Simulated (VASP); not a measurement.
A run of VASP 6.6.1 is set up as follows.

Contents of POSCAR:

```
SnSe
1.0
    4.3440378300      0.0000000000      0.0000000000
    0.0000000000      4.3440378300      0.0000000000
    0.0000000000      0.0000000000     10.6956175369
Sn Se
2 2
Direct
    0.5000000000      0.0000000000      0.3722291100
    0.0000000000      0.5000000000      0.6277708900
    0.5000000000      0.0000000000      0.6160394900
    0.0000000000      0.5000000000      0.3839605100
```

INCAR.step1

```
ALGO     = Normal         # electronic algorithm
EDIFF    = 1E-4           # SCF threshold, eV
ENCUT    = 520            # plane-wave cutoff, eV
GGA      = PE             # functional
ISMEAR   = 0              # smearing method
LASPH    = True           # aspherical terms in the spheres
LCHARG   = False          # write CHGCAR
LREAL    = False          # projectors in reciprocal space
LWAVE    = True           # write WAVECAR
NBANDS   = 28             # bands
NELM     = 80             # most SCF steps
PREC     = Accurate       # precision mode
SIGMA    = 0.05           # smearing width, eV
```

Contents of INCAR.step2:

```
ALGO     = Normal         # electronic algorithm
EDIFF    = 1E-7           # SCF threshold, eV
ENCUT    = 520            # plane-wave cutoff, eV
ISIF     = 2              # what is computed and relaxed
ISMEAR   = 0              # smearing method
ISTART   = 1            
LASPH    = True           # aspherical terms in the spheres
LCHARG   = False          # write CHGCAR
LMIXTAU  = True         
LREAL    = False          # projectors in reciprocal space
LWAVE    = False          # write WAVECAR
METAGGA  = R2SCAN         # meta-GGA
NBANDS   = 28             # bands
NELM     = 80             # most SCF steps
PREC     = Accurate       # precision mode
SIGMA    = 0.05           # smearing width, eV
```

The input KPOINTS:

```
k-points
0
Gamma
  8 8 4
```

Potentials or basis: VASP PAW PBE potentials, release 64 (Sn_d, Se).

Run with:

```bash
$ cat potpaw_PBE.64/Sn_d/POTCAR potpaw_PBE.64/Se/POTCAR > POTCAR
$ cp INCAR.step1 INCAR
$ mpirun -np 1 vasp_std > vasp.out
$ cp INCAR.step2 INCAR
$ mpirun -np 1 vasp_std > vasp.out
```

Q: What does it give for the largest force?

A: 0.398 eV/Å.

Q: Predict the pressure.

A: 0.1 GPa.

Q: What does it give for the band gap on the k mesh?

A: 1.36 eV.

Forces on the atoms (eV/Å):
```
Sn   0.000  0.000 -0.398
Sn   0.000  0.000  0.398
Se   0.000  0.000  0.394
Se   0.000  0.000 -0.394
```

Caveat: the PAW data sets were made with another functional, which shifts forces and pressure a little; spin-orbit coupling is left out, which moves the levels of the heavy elements. A k mesh can miss the band edges.
